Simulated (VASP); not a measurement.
# Cr (Fm-3m) in VASP: a series of runs

Runs on Cr. Level: PBE. Tasks: single point, relaxation of cell and atoms.

Program: VASP 6.6.1. These are calculated values, not measurements. Logs are shortened: lines on timing, memory, paths and dates and some standing lists are left out, and cuts for length are marked.

## (1) The cell of the first run

Symmetry: Fm-3m, No. 225, cubic system. The conventional cell has a = 3.622 Å, b = 3.622 Å, c = 3.622 Å, α = 90.00°, β = 90.00°, γ = 90.00°. Within 3.4 Å of Cr (site symmetry m-3m) lie 12 Cr at 2.56 Å.

This isn't the form of Cr at room conditions, which is bcc.

## (2) Single point, PBE

INCAR

```
PREC = Accurate
ENCUT = 520
EDIFF = 1E-7
ISMEAR = 0
SIGMA = 0.1
LREAL = F
LASPH = T
NELM = 60
ALGO = Fast
ISIF = 2
LWAVE = F
LCHARG = F
GGA = PE
NBANDS = 12
```

KPOINTS

```
regular mesh
0
Gamma
  26 26 26
```

POSCAR

```
Cr
1.0
    0.0000000000      1.8110494286      1.8110494286
    1.8110494286      0.0000000000      1.8110494286
    1.8110494286      1.8110494286      0.0000000000
Cr
1
Direct
    0.0000000000      0.0000000000      0.0000000000
```

Potentials or basis: VASP PAW PBE potentials, release 64 (Cr_pv).

On the command line:

```console
$ cat potpaw_PBE.64/Cr_pv/POTCAR > POTCAR
$ mpirun -np 1 vasp_std > vasp.out
```

OUTCAR:

```text
PREC = Accurate
   ENCUT = 520
   EDIFF = 1E-7
   ISMEAR = 0
   LREAL = F
   LASPH = T
   NELM = 60
   ISIF = 2
   GGA = PE

 ion  position               nearest neighbor table
   1  0.000  0.000  0.000-

  LATTYP: Found a face centered cubic cell.
 ALAT       =     3.6220988572

  Lattice vectors:

 A1 = (   0.0000000000,   1.8110494286,   1.8110494286)
 A2 = (   1.8110494286,   0.0000000000,   1.8110494286)
 A3 = (   1.8110494286,   1.8110494286,   0.0000000000)

Analysis of symmetry for initial positions (statically):
=====================================================================
 Subroutine PRICEL returns:
 Original cell was already a primitive cell.

 Routine SETGRP: Setting up the symmetry group for a
 face centered cubic supercell.

 Subroutine GETGRP returns: Found 48 space group operations
 (whereof 48 operations were pure point group operations)
 out of a pool of 48 trial point group operations.

The static configuration has the point symmetry O_h .

Analysis of symmetry for dynamics (positions and initial velocities):
=====================================================================
 Subroutine PRICEL returns:
 Original cell was already a primitive cell.

 Routine SETGRP: Setting up the symmetry group for a
 face centered cubic supercell.

 Subroutine GETGRP returns: Found 48 space group operations
 (whereof 48 operations were pure point group operations)
 out of a pool of 48 trial point group operations.

The dynamic configuration has the point symmetry O_h .

 Subroutine INISYM returns: Found 48 space group operations
 (whereof 48 operations are pure point group operations),
 and found     1 'primitive' translations

----------------------------------------------------------------------------------------

                                     Primitive cell

  volume of cell :      11.8801

  direct lattice vectors                    reciprocal lattice vectors
     0.000000000  1.811049429  1.811049429    -0.276083022  0.276083022  0.276083022
     1.811049429  0.000000000  1.811049429     0.276083022 -0.276083022  0.276083022
     1.811049429  1.811049429  0.000000000     0.276083022  0.276083022 -0.276083022

  length of vectors
     2.561210664  2.561210664  2.561210664     0.478189822  0.478189822  0.478189822

  position of ions in fractional coordinates (direct lattice)
     0.000000000  0.000000000  0.000000000

  ion indices of the primitive-cell ions
   primitive index   ion index
                 1           1

----------------------------------------------------------------------------------------

 KPOINTS: regular mesh

Automatic generation of k-mesh.
 Grid dimensions read from file:
 generate k-points for:   26   26   26

 Generating k-lattice:

  Cartesian coordinates                     Fractional coordinates (reciprocal lattice)
    -0.010618578  0.010618578  0.010618578     0.038461538  0.000000000  0.000000000
     0.010618578 -0.010618578  0.010618578     0.000000000  0.038461538  0.000000000
     0.010618578  0.010618578 -0.010618578     0.000000000  0.000000000  0.038461538

  Length of vectors
     0.018391916  0.018391916  0.018391916

  Shift w.r.t. Gamma in fractional coordinates (k-lattice)
     0.000000000  0.000000000  0.000000000

 Subroutine IBZKPT returns following result:
 ===========================================

 Found    511 irreducible k-points:

 Following reciprocal coordinates:
            Coordinates               Weight
  0.000000  0.000000  0.000000      1.000000
  0.038462  0.000000  0.000000      8.000000
  0.076923  0.000000  0.000000      8.000000
  0.115385  0.000000  0.000000      8.000000
  0.153846  0.000000  0.000000      8.000000
  0.192308  0.000000  0.000000      8.000000
[... 16 lines left out ...]
  0.346154  0.038462  0.000000     24.000000
  0.384615  0.038462  0.000000     24.000000
 [... further k-points ...]
   k-points           NKPTS =    511   k-points in BZ     NKDIM =    511   number of bands    NBANDS=     12
   number of dos      NEDOS =    301   number of ions     NIONS =      1
   total plane-waves  NPLWV =   8000
   dimension x,y,z NGX =    20 NGY =   20 NGZ =   20
   dimension x,y,z NGXF=    40 NGYF=   40 NGZF=   40
   ions per type =               1
   NGX,Y,Z   is equivalent  to a cutoff of  12.98, 12.98, 12.98 a.u.
   NGXF,Y,Z  is equivalent  to a cutoff of  25.96, 25.96, 25.96 a.u.
 SYSTEM =  unknown system
   PREC   = accura    normal or accurate (medium, high low for compatibility)
   ISTART =      0    job   : 0-new  1-cont  2-samecut
   ICHARG =      2    charge: 1-file 2-atom 10-const
   ISPIN  =      1    spin polarized calculation?
   LNONCOLLINEAR =      F non collinear calculations
   LSORBIT =      F    spin-orbit coupling
   LASPH  =      T    aspherical Exc in radial PAW
   ENCUT  =  520.0 eV  38.22 Ry    6.18 a.u.   4.76  4.76  4.76*2*pi/ulx,y,z
   NELM   =     60;   NELMIN=  2; NELMDL= -5     # of ELM steps
   EDIFF  = 0.1E-06   stopping-criterion for ELM
   LREAL  =      F    real-space projection
   EDIFFG = 0.1E-05   stopping-criterion for IOM
   NSW    =      0    number of steps for IOM
   IBRION =     -1    ionic relax: 0-MD 1-quasi-New 2-CG
   NFREE  =      0    steps in history (QN), initial steepest desc. (CG)
   ISIF   =      2    stress and relaxation
   ISYM   =      2    0-nonsym 1-usesym 2-fastsym
   POTIM  = 0.5000    time-step for ionic-motion
   TEBEG  =    0.0;   TEEND  =   0.0 temperature during run
   PSTRESS=    0.0 pullay stress
   NELECT =      12.0000    total number of electrons
   NUPDOWN=      -1.0000    fix difference up-down
   EMIN   =  10.00;   EMAX   =-10.00  energy-range for DOS
   EFERMI =   0.00;   METHOD = LEGACY
   ISMEAR =     0;   SIGMA  =   0.10  broadening in eV -4-tet -1-fermi 0-gaus
   EFERMI_NEDOS =   21; number of points for ismear=-14 and -15
   IALGO  =     68    algorithm
   IMIX   =      4    mixing-type and parameters
     AMIX     =   0.40;   BMIX     =  1.00
     AMIX_MAG =   1.60;   BMIX_MAG =  1.00
  volume/ion in A,a.u.               =      11.88        80.17
  Fermi-wavevector in a.u.,A,eV,Ry     =   1.642587  3.104039 36.709753  2.698091
  Thomas-Fermi vector in A             =   2.732864
   LORBIT       =      0    0 simple, 1 ext, 2 COOP (PROOUT), +10 PAW based schemes
   GGA     = PE    functional components
   LHFCALC =     F    Hartree Fock is set to
   AEXX    =    0.0000 exact exchange contribution
   IVDW    =     0    specifies the selected vdW correction
   LEPSILON=     F    determine dielectric tensor
   LRPA    =     F    only Hartree local field effects (RPA)
 non-spin polarized calculation
 RMM-DIIS sequential band-by-band and
 Gauss-broadening in eV      SIGMA  =   0.10
  energy-cutoff  :      520.00
  volume of cell :       11.88
 maximum number of plane-waves:       332
   NGX =  9   NGY =  9   NGZ =  9

 number of electron      12.0000010 magnetization

 Free energy of the ion-electron system (eV)
  ---------------------------------------------------
  ext. energy  EPLUGINS =         0.00000000
  ---------------------------------------------------
  free energy    TOTEN  =        -9.12709896 eV

  energy without entropy =       -9.11767632  energy(sigma->0) =       -9.12238764

 E-fermi :  10.3250     XC(G=0): -13.4965

 val. band max:       10.3225569736   @ k =  -0.4231   0.3462   0.0000
 cond. band min:      10.3258130623   @ k =  -0.3462   0.1538   0.0000
 fundamental gap:      0.0032560887
 Fermi energy:        10.3249673095

 k-point     1 :       0.0000    0.0000    0.0000
  band No.  band energies     occupation
      1     -32.0385      2.00000
      2     -32.0385      2.00000
      3     -32.0385      2.00000
      4       2.8297      2.00000
      5       9.9036      2.00000
      6       9.9036      2.00000
      7       9.9036      2.00000
      8      11.6603      0.00000
      9      11.6603      0.00000
     10      17.8521      0.00000
     11      30.1346      0.00000
     12      35.7435      0.00000

 k-point     2 :       0.0385    0.0000    0.0000
  band No.  band energies     occupation
      1     -32.0512      2.00000
      2     -32.0401      2.00000
      3     -32.0401      2.00000
      4       2.8900      2.00000
      5       9.8745      2.00000
      6       9.9241      2.00000
      7       9.9241      2.00000
      8      11.6485      0.00000
      9      11.6485      0.00000
     10      17.8520      0.00000
     11      30.1597      0.00000
     12      35.1520      0.00000

 k-point     3 :       0.0769    0.0000    0.0000
  band No.  band energies     occupation
      1     -32.0885      2.00000
      2     -32.0448      2.00000
      3     -32.0448      2.00000
      4       3.0689      2.00000
      5       9.7912      2.00000
      6       9.9816      2.00000
      7       9.9816      2.00000
      8      11.6175      0.00000
      9      11.6175      0.00000
     10      17.8519      0.00000
     11      30.2007      0.00000
     12      33.8966      0.00000

 k-point     4 :       0.1154    0.0000    0.0000
  band No.  band energies     occupation
      1     -32.1479      2.00000
      2     -32.0523      2.00000
      3     -32.0522      2.00000
      4       3.3595      2.00000
      5       9.6663      2.00000
      6      10.0642      1.99977
      7      10.0642      1.99977
      8      11.5808      0.00000
      9      11.5808      0.00000
     10      17.8519      0.00000
     11      30.1159      0.00000
     12      32.6033      0.00000

 k-point     5 :       0.1538    0.0000    0.0000
  band No.  band energies     occupation
      1     -32.2257      2.00000
      2     -32.0621      2.00000
      3     -32.0621      2.00000
      4       3.7494      2.00000
      5       9.5192      2.00000
      6      10.1497      1.98682
      7      10.1497      1.98682
      8      11.5622      0.00000
      9      11.5622      0.00000
     10      17.8518      0.00000
     11      29.5547      0.00000
     12      31.7115      0.00000
[... 228 lines left out ...]
      1     -32.4845      2.00000
      2     -32.1065      2.00000
      3     -32.0932      2.00000
      4       5.1332      2.00000
      5       9.2041      2.00000
      6      10.1733      1.96808
      7      10.2206      1.85987
      8      11.6801      0.00000
      9      11.9635      0.00000
     10      17.8512      0.00000
     11      26.0729      0.00000
     12      30.7722      0.00000

 k-point    22 :       0.3077    0.0385    0.0000
  band No.  band energies     occupation
      1     -32.5826      2.00000
      2     -32.1190      2.00000
      3     -32.1067      2.00000
      4       5.6213      2.00000
      5       9.2623      2.00000
      6      10.0846      1.99932
      7      10.1539      1.98442
      8      11.9168      0.00000
      9      12.1629      0.00000
     10      17.8508      0.00000
     11      24.6502      0.00000
     12      30.4046      0.00000

 k-point    23 :       0.3462    0.0385    0.0000
  band No.  band energies     occupation
      1     -32.6732      2.00000
      2     -32.1301      2.00000
      3     -32.1199      2.00000
      4       6.0088      2.00000
      5       9.4787      2.00000
      6       9.9857      2.00000
      7      10.0678      1.99972
      8      12.1863      0.00000
      9      12.3768      0.00000
     10      17.8501      0.00000
     11      23.2856      0.00000
     12      30.0188      0.00000

 k-point    24 :       0.3846    0.0385    0.0000
  band No.  band energies     occupation
      1     -32.7513      2.00000
      2     -32.1392      2.00000
      3     -32.1319      2.00000
      4       6.2605      2.00000
      5       9.8063      2.00000
      6       9.9428      2.00000
      7       9.9800      2.00000
      8      12.4609      0.00000
      9      12.5759      0.00000
     10      17.8490      0.00000
     11      22.0270      0.00000
     12      29.6624      0.00000

 [... further k-points ...]

------------------------ aborting loop because EDIFF is reached ----------------------------------------

  FORCE on cell =-STRESS in cart. coord.  units (eV):
  Direction    XX          YY          ZZ          XY          YZ          ZX
  --------------------------------------------------------------------------------------
  -------------------------------------------------------------------------------------
  Total       -0.0346980     -0.0346980     -0.0346980      0.0000000      0.0000000      0.0000000
  in kB       -4.6794476     -4.6794476     -4.6794476      0.0000000      0.0000000      0.0000000
  external PRESSURE =      -4.6794476 kB  Pullay stress =       0.0000000 kB

 VOLUME and BASIS-vectors are now :
 -----------------------------------------------------------------------------
  energy-cutoff  :      520.00
  volume of cell :       11.88
      direct lattice vectors                 reciprocal lattice vectors
     0.000000000  1.811049429  1.811049429    -0.276083022  0.276083022  0.276083022
     1.811049429  0.000000000  1.811049429     0.276083022 -0.276083022  0.276083022
     1.811049429  1.811049429  0.000000000     0.276083022  0.276083022 -0.276083022

 POSITION                                       TOTAL-FORCE (eV/Angst)
 -----------------------------------------------------------------------------------
      0.00000      0.00000      0.00000         0.000000      0.000000      0.000000
 -----------------------------------------------------------------------------------
    total drift:                                0.000000      0.000000      0.000000

  FREE ENERGIE OF THE ION-ELECTRON SYSTEM (eV)
  ---------------------------------------------------
  free  energy   TOTEN  =        -9.1270989628 eV

  energy  without entropy=       -9.1176763206  energy(sigma->0) =       -9.12238764
```

It took 2 min on 1 thread of Intel Xeon 8259CL, shared host; peak memory 0.19 GiB.

What came out:

```
Free energy            : -9.1271 eV
Pressure               : -0.5 GPa
Band gap on the k mesh : zero (bands 6 and 7 overlap by 2.93 eV)
```

Levels at points of the mesh, in eV from the Fermi level:
| k point | band 4 | band 5 | band 6 | band 7 | band 8 | band 9 |
| --- | --- | --- | --- | --- | --- | --- |
| (0.00, 0.00, 0.00) | -7.50 | -0.42 | -0.42 | -0.42 | 1.34 | 1.34 |
| (0.50, 0.00, 0.00) | -3.89 | -0.54 | -0.54 | 0.83 | 2.53 | 2.53 |
| (0.50, 0.50, 0.00) | -4.10 | -3.26 | 2.50 | 2.85 | 2.85 | 3.71 |

Caveat: the run has no spin polarisation, though such a crystal can be magnetic.

[end of part 1 of 2]
